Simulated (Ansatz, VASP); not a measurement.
# Si in VASP and in Ansatz

The input INCAR:

```
SYSTEM = Si
  PREC = Accurate
  ENCUT = 520
  EDIFF = 1E-6
  ISMEAR = 0
  SIGMA = 0.03
  LREAL = .FALSE.
  LASPH = .TRUE.
  NELM = 80
  ALGO = Normal
  ISIF = 2
  LWAVE = .FALSE.
  LCHARG = .TRUE.
  GGA = CA
  LELF = .TRUE.
  LVHAR = .TRUE.
  NBANDS = 26
```

File KPOINTS:

```
regular mesh
0
G
  10 10 3
  0 0 0
```

POSCAR

```
Si
1.0
   -3.8019754850      0.0000000000      0.0000000000
   -1.9009877425     -3.2926073546      0.0000000000
   -1.5207901940      0.0000000000     12.5782403681
Si
8
Direct
   -0.0292733250      0.3333333333      0.9065166459
    0.1707266750      0.3333333333      0.4065166459
    0.6040600083      0.6666666667      0.1565166459
    0.4040600083      0.6666666667      0.6565166459
    0.2959399917      0.3333333333      0.0934833541
    0.0959399917      0.3333333333      0.5934833541
    0.5292733250      0.6666666667      0.3434833541
    0.3292733250      0.6666666667      0.8434833541
```

Input for Ansatz:

```yaml
crystal:
  lattice:
    - [-3.801975485, 0.0, 0.0]
    - [-1.9009877425, -3.2926073546, 0.0]
    - [-1.520790194, 0.0, 12.5782403681]
  atoms:
    - { symbol: Si, position: [-0.029273325, 0.3333333333, 0.9065166459] }
    - { symbol: Si, position: [0.170726675, 0.3333333333, 0.4065166459] }
    - { symbol: Si, position: [0.6040600083, 0.6666666667, 0.1565166459] }
    - { symbol: Si, position: [0.4040600083, 0.6666666667, 0.6565166459] }
    - { symbol: Si, position: [0.2959399917, 0.3333333333, 0.0934833541] }
    - { symbol: Si, position: [0.0959399917, 0.3333333333, 0.5934833541] }
    - { symbol: Si, position: [0.529273325, 0.6666666667, 0.3434833541] }
    - { symbol: Si, position: [0.329273325, 0.6666666667, 0.8434833541] }
basis:
  ecutwfc: 420
kpoints:
  mp_grid: { grid: [10, 10, 3] }
hamiltonian:
  xc: lda
scf:
  occupations: { method: gaussian, width: 0.03 }
output:
  forces: true
  stress: true
  eigenvalues: true
```

Alike in both runs: task single point; functional LDA; k mesh 10 × 10 × 3; occupations gaussian, width 0.03 eV; no spin polarisation.

|  | VASP | Ansatz |
| --- | --- | --- |
| version | VASP 6.6.1 | Ansatz 0.2.0 |
| potentials or method | VASP PAW LDA potentials, release 64 (Si), cutoff 520 eV | scalar-relativistic, plane waves, PAW |
| valence electrons in the cell | 32 | 32 |

|  | VASP | Ansatz | Ansatz less VASP |
| --- | --- | --- | --- |
| gap on the k mesh at the Fermi level (eV) | none | none | - |
| pressure (GPa) | -0.9 | -0.9 | -0.04 |
| traceless stress, the component that is largest in VASP (GPa) | 3.52 | 3.51 | -0.009 |
| rms of the force components (eV/Å) | 0.354 | 0.354 | -0.0001 |

LDA's correlation is that of Perdew and Zunger in VASP and of Perdew and Wang (1992) in Ansatz. Atom by atom the forces differ by 0.001 eV/Å (rms over components). A gap of «none» marks a metal or a gap that the smearing closes.
